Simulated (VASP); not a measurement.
# Ta4W (Ta (100), 5 layers) in VASP: further runs

The runs below take Ta4W (Ta (100), 5 layers) through single point, with PBE.

All numbers are computed with VASP 6.6.1; they aren't measurements. Logs are shortened: lines on timing, memory, paths and dates and some standing lists are left out, and cuts for length are marked.

### 1 The cell of the first run

The cell holds a slab with vacuum, 5 atoms: a = 3.320 Å, b = 3.320 Å, c = 22.639 Å, α = 90.00°, β = 90.00°, γ = 90.00°.

### 2 Single point, PBE

File INCAR:

```
SYSTEM = Ta4W
ALGO = Normal ; DIPOL = 0.5 0.5 0.500
EDIFF = 1E-6 ; ENCUT = 520
GGA = PE ; IDIPOL = 3
ISIF = 2 ; ISMEAR = -1
LASPH = .TRUE. ; LCHARG = .FALSE.
LDIPOL = .TRUE. ; LREAL = .FALSE.
LWAVE = .FALSE. ; NBANDS = 37
NELM = 80 ; PREC = Accurate
SIGMA = 0.08
```

File KPOINTS:

```
k-points
0
G
  12 12 1
  0 0 0
```

File POSCAR:

```
Ta4W
1.0
    3.3195547167      0.0000000000      0.0000000000
    0.0000000000      3.3195547167      0.0000000000
    0.0000000000      0.0000000000     22.6391000000
Ta W
4 1
Direct
    0.0000000000      0.0000000000      0.3620236451
    0.5000000000      0.5000000000      0.4256082500
    0.5000000000      0.5000000000      0.5743917566
    0.0000000000      0.0000000000      0.6379763715
    0.0000000000      0.0000000000      0.4999999768
```

Potentials or basis: VASP PAW PBE potentials, release 64 (Ta_pv, W_sv).

The run is started by

```
$ cat potpaw_PBE.64/Ta_pv/POTCAR potpaw_PBE.64/W_sv/POTCAR > POTCAR
$ mpirun -np 1 vasp_std > vasp.out
```

OUTCAR:

```text
SYSTEM = Ta4W
   EDIFF = 1E-6
   ENCUT = 520
   GGA = PE
   ISIF = 2
   ISMEAR = -1
   LASPH = .TRUE.
   LREAL = .FALSE.
   NELM = 80
   PREC = Accurate

 ion  position               nearest neighbor table
   1  0.000  0.000  0.362-   2 2.75   2 2.75   2 2.75   2 2.75   5 3.12
   2  0.500  0.500  0.426-   1 2.75   1 2.75   1 2.75   1 2.75   5 2.89   5 2.89   5 2.89   5 2.89
                             3 3.37
   3  0.500  0.500  0.574-   4 2.75   4 2.75   4 2.75   4 2.75   5 2.89   5 2.89   5 2.89   5 2.89
                             2 3.37
   4  0.000  0.000  0.638-   3 2.75   3 2.75   3 2.75   3 2.75   5 3.12
   5  0.000  0.000  0.500-   2 2.89   2 2.89   2 2.89   2 2.89   3 2.89   3 2.89   3 2.89   3 2.89
                             1 3.12   4 3.12

  LATTYP: Found a simple tetragonal cell.
 ALAT       =     3.3195547167
 C/A-ratio  =     6.8199207219

  Lattice vectors:

 A1 = (   3.3195547167,   0.0000000000,   0.0000000000)
 A2 = (   0.0000000000,   3.3195547167,   0.0000000000)
 A3 = (   0.0000000000,   0.0000000000,  22.6391000000)

Analysis of symmetry for initial positions (statically):
=====================================================================
 Subroutine PRICEL returns:
 Original cell was already a primitive cell.

 Routine SETGRP: Setting up the symmetry group for a
 simple tetragonal supercell.

 Subroutine GETGRP returns: Found 16 space group operations
 (whereof 16 operations were pure point group operations)
 out of a pool of 16 trial point group operations.

The static configuration has the point symmetry D_4h.

Analysis of symmetry for dynamics (positions and initial velocities):
=====================================================================
 Subroutine PRICEL returns:
 Original cell was already a primitive cell.

 Routine SETGRP: Setting up the symmetry group for a
 simple tetragonal supercell.

 Subroutine GETGRP returns: Found 16 space group operations
 (whereof 16 operations were pure point group operations)
 out of a pool of 16 trial point group operations.

The dynamic configuration has the point symmetry D_4h.

 Subroutine INISYM returns: Found 16 space group operations
 (whereof 16 operations are pure point group operations),
 and found     1 'primitive' translations

----------------------------------------------------------------------------------------

                                     Primitive cell

  volume of cell :     249.4703

  direct lattice vectors                    reciprocal lattice vectors
     3.319554717  0.000000000  0.000000000     0.301245223  0.000000000  0.000000000
     0.000000000  3.319554717  0.000000000     0.000000000  0.301245223  0.000000000
     0.000000000  0.000000000 22.639100000     0.000000000  0.000000000  0.044171367

  length of vectors
     3.319554717  3.319554717 22.639100000     0.301245223  0.301245223  0.044171367

  position of ions in fractional coordinates (direct lattice)
     0.000000000  0.000000000  0.362023645
     0.500000000  0.500000000  0.425608250
     0.500000000  0.500000000  0.574391757
     0.000000000  0.000000000  0.637976372
     0.000000000  0.000000000  0.499999977

  ion indices of the primitive-cell ions
   primitive index   ion index
                 1           1
                 2           2
                 3           3
                 4           4
                 5           5

----------------------------------------------------------------------------------------

 KPOINTS: k-points

Automatic generation of k-mesh.
 Grid dimensions read from file:
 generate k-points for:   12   12    1

 Generating k-lattice:

  Cartesian coordinates                     Fractional coordinates (reciprocal lattice)
     0.025103769  0.000000000  0.000000000     0.083333333  0.000000000  0.000000000
     0.000000000  0.025103769  0.000000000     0.000000000  0.083333333  0.000000000
     0.000000000  0.000000000  0.044171367     0.000000000  0.000000000  1.000000000

  Length of vectors
     0.025103769  0.025103769  0.044171367

  Shift w.r.t. Gamma in fractional coordinates (k-lattice)
     0.000000000  0.000000000  0.000000000

 Subroutine IBZKPT returns following result:
 ===========================================

 Found     28 irreducible k-points:

 Following reciprocal coordinates:
            Coordinates               Weight
  0.000000  0.000000  0.000000      1.000000
  0.083333  0.000000  0.000000      4.000000
  0.166667  0.000000  0.000000      4.000000
  0.250000  0.000000  0.000000      4.000000
  0.333333  0.000000  0.000000      4.000000
  0.416667  0.000000  0.000000      4.000000
[... 16 lines left out ...]
  0.333333  0.333333  0.000000      4.000000
  0.416667  0.333333  0.000000      8.000000
 [... further k-points ...]
   k-points           NKPTS =     28   k-points in BZ     NKDIM =     28   number of bands    NBANDS=     37
   number of dos      NEDOS =    301   number of ions     NIONS =      5
   total plane-waves  NPLWV = 131712
   dimension x,y,z NGX =    28 NGY =   28 NGZ =  168
   dimension x,y,z NGXF=    56 NGYF=   56 NGZF=  336
   ions per type =               4   1
   NGX,Y,Z   is equivalent  to a cutoff of  14.02, 14.02, 12.34 a.u.
   NGXF,Y,Z  is equivalent  to a cutoff of  28.05, 28.05, 24.67 a.u.
 SYSTEM =  Ta4W
   PREC   = accura    normal or accurate (medium, high low for compatibility)
   ISTART =      0    job   : 0-new  1-cont  2-samecut
   ICHARG =      2    charge: 1-file 2-atom 10-const
   ISPIN  =      1    spin polarized calculation?
   LNONCOLLINEAR =      F non collinear calculations
   LSORBIT =      F    spin-orbit coupling
   LASPH  =      T    aspherical Exc in radial PAW
   ENCUT  =  520.0 eV  38.22 Ry    6.18 a.u.   6.17  6.17 42.09*2*pi/ulx,y,z
   NELM   =     80;   NELMIN=  2; NELMDL= -5     # of ELM steps
   EDIFF  = 0.1E-05   stopping-criterion for ELM
   LREAL  =      F    real-space projection
   EDIFFG = 0.1E-04   stopping-criterion for IOM
   NSW    =      0    number of steps for IOM
   IBRION =     -1    ionic relax: 0-MD 1-quasi-New 2-CG
   NFREE  =      0    steps in history (QN), initial steepest desc. (CG)
   ISIF   =      2    stress and relaxation
   ISYM   =      2    0-nonsym 1-usesym 2-fastsym
   POTIM  = 0.5000    time-step for ionic-motion
   TEBEG  =    0.0;   TEEND  =   0.0 temperature during run
   PSTRESS=    0.0 pullay stress
   NELECT =      58.0000    total number of electrons
   NUPDOWN=      -1.0000    fix difference up-down
   EMIN   =  10.00;   EMAX   =-10.00  energy-range for DOS
   EFERMI =   0.00;   METHOD = LEGACY
   ISMEAR =    -1;   SIGMA  =   0.08  broadening in eV -4-tet -1-fermi 0-gaus
   EFERMI_NEDOS =   21; number of points for ismear=-14 and -15
   IALGO  =     38    algorithm
   IMIX   =      4    mixing-type and parameters
     AMIX     =   0.40;   BMIX     =  1.00
     AMIX_MAG =   1.60;   BMIX_MAG =  1.00
  volume/ion in A,a.u.               =      49.89       336.70
  Fermi-wavevector in a.u.,A,eV,Ry     =   1.006649  1.902290 13.787346  1.013341
  Thomas-Fermi vector in A             =   2.139404
   LORBIT       =      0    0 simple, 1 ext, 2 COOP (PROOUT), +10 PAW based schemes
   GGA     = PE    functional components
   LHFCALC =     F    Hartree Fock is set to
   AEXX    =    0.0000 exact exchange contribution
   IVDW    =     0    specifies the selected vdW correction
   LEPSILON=     F    determine dielectric tensor
   LRPA    =     F    only Hartree local field effects (RPA)
 non-spin polarized calculation
  energy-cutoff  :      520.00
  volume of cell :      249.47
 maximum number of plane-waves:      6784
 NGX is ok and might be reduce to    28
   NGX = 13   NGY = 13   NGZ = 85

 dipolmoment           0.000000      0.000000     -0.000000 electrons x Angstroem

 number of electron      57.9999995 magnetization

 dipolmoment           0.000000      0.000000      0.000001 electrons x Angstroem

 Free energy of the ion-electron system (eV)
  ---------------------------------------------------
  ext. energy  EPLUGINS =         0.00000000
  ---------------------------------------------------
  free energy    TOTEN  =       -56.56284040 eV

  energy without entropy =      -56.46971248  energy(sigma->0) =      -56.51627644

 E-fermi :   0.1343     XC(G=0):  -5.6153

 val. band max:        0.1243353042   @ k =   0.2500   0.0833   0.0000
 cond. band min:       0.1409451876   @ k =   0.0000   0.0000   0.0000
 fundamental gap:      0.0166098834
 Fermi energy:         0.1342729134

 k-point     1 :       0.0000    0.0000    0.0000
  band No.  band energies     occupation
      1     -73.6315      2.00000
      2     -37.8553      2.00000
      3     -37.7412      2.00000
      4     -37.7412      2.00000
      5     -34.5943      2.00000
      6     -34.5890      2.00000
[... 29 lines left out ...]
     36       2.1930      0.00000
     37       2.4633      0.00000

 k-point     2 :       0.0833    0.0000    0.0000
  band No.  band energies     occupation
      1     -73.6312      2.00000
      2     -37.8552      2.00000
      3     -37.7508      2.00000
      4     -37.7397      2.00000
      5     -34.5987      2.00000
      6     -34.5938      2.00000
[... 29 lines left out ...]
     36       1.8255      0.00000
     37       2.2169      0.00000

 k-point     3 :       0.1667    0.0000    0.0000
  band No.  band energies     occupation
      1     -73.6305      2.00000
      2     -37.8551      2.00000
      3     -37.7771      2.00000
      4     -37.7359      2.00000
      5     -34.6125      2.00000
      6     -34.6076      2.00000
[... 29 lines left out ...]
     36       2.0880      0.00000
     37       2.1031      0.00000
[... 761 lines left out ...]
 k-point    23 :       0.3333    0.3333    0.0000
  band No.  band energies     occupation
      1     -73.6252      2.00000
      2     -37.8381      2.00000
      3     -37.8363      2.00000
      4     -37.8357      2.00000
      5     -34.6421      2.00000
      6     -34.6328      2.00000
[... 29 lines left out ...]
     36       3.1565      0.00000
     37       3.3286      0.00000

 k-point    24 :       0.4167    0.3333    0.0000
  band No.  band energies     occupation
      1     -73.6244      2.00000
      2     -37.8637      2.00000
      3     -37.8344      2.00000
      4     -37.8317      2.00000
      5     -34.6499      2.00000
      6     -34.6443      2.00000
[... 29 lines left out ...]
     36       3.1223      0.00000
     37       3.2375      0.00000

 [... further k-points ...]

------------------------ aborting loop because EDIFF is reached ----------------------------------------

 vacuum level on the upper side and lower side of the slab       (xc-potential included)        -0.258        -0.258

  FORCE on cell =-STRESS in cart. coord.  units (eV):
  Direction    XX          YY          ZZ          XY          YZ          ZX
  --------------------------------------------------------------------------------------
  -------------------------------------------------------------------------------------
  Total       -4.3833359     -4.3833359     -3.8082286      0.0000000      0.0000000      0.0000000
  in kB      -28.1511744    -28.1511744    -24.4576525      0.0000000      0.0000000      0.0000000
  external PRESSURE =     -26.9200005 kB  Pullay stress =       0.0000000 kB

 VOLUME and BASIS-vectors are now :
 -----------------------------------------------------------------------------
  energy-cutoff  :      520.00
  volume of cell :      249.47
      direct lattice vectors                 reciprocal lattice vectors
     3.319554717  0.000000000  0.000000000     0.301245223  0.000000000  0.000000000
     0.000000000  3.319554717  0.000000000     0.000000000  0.301245223  0.000000000
     0.000000000  0.000000000 22.639100000     0.000000000  0.000000000  0.044171367

 POSITION                                       TOTAL-FORCE (eV/Angst)
 -----------------------------------------------------------------------------------
      0.00000      0.00000      8.19589        -0.000000     -0.000000     -0.016288
      1.65978      1.65978      9.63539         0.000000      0.000000      1.152123
      1.65978      1.65978     13.00371        -0.000000      0.000000     -1.152123
      0.00000      0.00000     14.44321         0.000000     -0.000000      0.016288
      0.00000      0.00000     11.31955         0.000000     -0.000000      0.000000
 -----------------------------------------------------------------------------------
    total drift:                                0.000000      0.000000      0.000640

  FREE ENERGIE OF THE ION-ELECTRON SYSTEM (eV)
  ---------------------------------------------------
  free  energy   TOTEN  =       -56.5628404027 eV

  energy  without entropy=      -56.4697124845  energy(sigma->0) =      -56.51627644

 vacuum level on the upper side and lower side of the slab         3.590         3.590
```

It took 4.5 min on 1 thread of AMD EPYC 9R45 (Zen 5), shared host; peak memory 0.45 GiB.

What came out:

- Free energy: -56.5628 eV
- Largest force: 1.152 eV/Å
- Band gap on the k mesh: zero (band 29 reaches 0.25 eV, above the bottom of band 30 at -0.05 eV)

Forces on the atoms (eV/Å):
```
Ta   0.000  0.000 -0.016
Ta   0.000  0.000  1.152
Ta   0.000  0.000 -1.152
Ta   0.000  0.000  0.016
W    0.000  0.000  0.000
```

Levels at points of the mesh, in eV from the Fermi level:
| k point | band 25 | band 26 | band 27 | band 28 | band 29 | band 30 | band 31 | band 32 | band 33 | band 34 |
| --- | --- | --- | --- | --- | --- | --- | --- | --- | --- | --- |
| (0.00, 0.00, 0.00) | -0.20 | -0.20 | -0.18 | -0.02 | 0.01 | 0.60 | 0.60 | 0.81 | 0.92 | 0.92 |
| (0.50, 0.00, 0.00) | -1.57 | -0.84 | -0.80 | -0.79 | -0.58 | 0.52 | 0.54 | 0.86 | 1.85 | 2.15 |
| (0.50, 0.50, 0.00) | -1.58 | -1.20 | -1.20 | -0.42 | -0.42 | 1.78 | 1.78 | 2.24 | 2.24 | 2.28 |

Caveat: spin-orbit coupling is left out, which moves the levels of the heavy elements.

### 3 Single point, PBE

File INCAR:

```
  PREC = Accurate
  ENCUT = 520
  EDIFF = 1E-6
  ISMEAR = -1
  SIGMA = 0.08
  LREAL = False
  LASPH = True
  NELM = 60
  ALGO = Normal
  ISIF = 2
  LWAVE = False
  LCHARG = False
  LDIPOL = True
  IDIPOL = 3
  DIPOL = 0.5 0.5 0.500
  GGA = PE
  NBANDS = 37
```

File KPOINTS:

```
Automatic mesh
0
Gamma
  12 12 1
```

POSCAR is that of step 2.

Potentials or basis: VASP PAW PBE potentials, release 64 (Ta_pv, W_sv).

The run is started by

```
$ cat potpaw_PBE.64/Ta_pv/POTCAR potpaw_PBE.64/W_sv/POTCAR > POTCAR
$ mpirun -np 1 vasp_std > vasp.out
```

Run time: 4.6 min. Hardware: 1 thread of AMD EPYC 9R45 (Zen 5), shared host; peak memory 0.45 GiB.

It converged, with:

```
Free energy            : -56.5628 eV
Largest force          : 1.152 eV/Å
Band gap on the k mesh : zero (band 29 reaches 0.25 eV, above the bottom of band 30 at -0.05 eV)
```

Forces on the atoms (eV/Å):
```
Ta   0.000  0.000 -0.016
Ta   0.000  0.000  1.152
Ta   0.000  0.000 -1.152
Ta   0.000  0.000  0.016
W    0.000  0.000  0.000
```

Levels at points of the mesh, in eV from the Fermi level:
```
           k point  band 26  band 27  band 28  band 29  band 30  band 31  band 32  band 33
(0.00, 0.00, 0.00)    -0.20    -0.18    -0.02     0.01     0.60     0.60     0.81     0.92
(0.50, 0.00, 0.00)    -0.84    -0.80    -0.79    -0.58     0.52     0.54     0.86     1.85
(0.50, 0.50, 0.00)    -1.20    -1.20    -0.42    -0.42     1.78     1.78     2.24     2.24
```

Caveat: spin-orbit coupling is left out, which moves the levels of the heavy elements.
